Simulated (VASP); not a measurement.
Set up this calculation in VASP 6.6.1, as the native input.

| Quantity | Value |
| --- | --- |
| Task | relaxation of cell and atoms |
| Functional | PBE |
| Potentials or basis | VASP PAW PBE potentials, release 64 (Ta_pv) |
| Cutoff | 600 eV |
| k mesh | 9 × 9 × 5 |
| Occupations | gaussian, width 0.05 eV |
| Spin | no spin polarisation |
| Target pressure | 20 GPa |
| Dipole correction | no |
| Further INCAR settings | ALGO = Normal; EDIFF = 1e-07; IBRION = 2; EDIFFG = -0.03; NSW = 60; ISIF = 3 |

The structure of Ta lies in POSCAR:

```
Ta
1.0
    2.9400000000      0.0000000000      0.0000000000
   -1.4700000000      2.5461146871      0.0000000000
    0.0000000000      0.0000000000      4.8010200000
Ta
2
Direct
    0.3333333333      0.6666666667      0.2500000000
    0.6666666667      0.3333333333      0.7500000000
```

These files were run (other wordings do the same):

INCAR

```
SYSTEM = Ta
PREC     = Accurate       ! precision mode
ENCUT    = 600            ! plane-wave cutoff, eV
EDIFF    = 1E-7           ! SCF threshold, eV
ISMEAR   = 0              ! smearing method
SIGMA    = 0.05           ! smearing width, eV
LREAL    = .FALSE.        ! projectors in reciprocal space
LASPH    = .TRUE.         ! aspherical terms in the spheres
NELM     = 60             ! most SCF steps
ALGO     = Normal         ! electronic algorithm
ISIF     = 3              ! what is computed and relaxed
LWAVE    = .FALSE.        ! write WAVECAR
LCHARG   = .FALSE.        ! write CHGCAR
GGA      = PE             ! functional
IBRION   = 2              ! ionic algorithm
NSW      = 60             ! ionic steps
EDIFFG   = -0.03          ! ionic threshold
PSTRESS  = 200.0
```

KPOINTS

```
Automatic mesh
0
G
  9 9 5
  0 0 0
```

Potentials or basis: VASP PAW PBE potentials, release 64 (Ta_pv).

Command:

```console
$ cat potpaw_PBE.64/Ta_pv/POTCAR > POTCAR
$ mpirun -np 1 vasp_std > vasp.out
```

It gave:

```
Relaxed volume                                         : 17.17 Å³/atom
Relaxed cell                                           : a = 2.807 Å, b = 2.807 Å, c = 5.032 Å, α = 90.00°, β = 90.00°, γ = 120.00°
Space group after relaxing (to 0.05 Å)                 : P6_3/mmc (No. 194)
Energy change on relaxing (the enthalpy is what falls) : +25.7 meV/atom
Ionic steps                                            : 10
Pressure after relaxing                                : 19.9 GPa
Band gap on the k mesh                                 : zero (band 11 reaches 7.46 eV, above the bottom of band 12 at 5.66 eV)
```

Caveat: the cell is relaxed towards a set pressure, so the enthalpy falls and the energy may rise; spin-orbit coupling is left out, which moves the levels of the heavy elements.

It took 3.2 min on 1 thread of Intel Xeon 8259CL, on a shared host, peak memory 0.18 GiB.
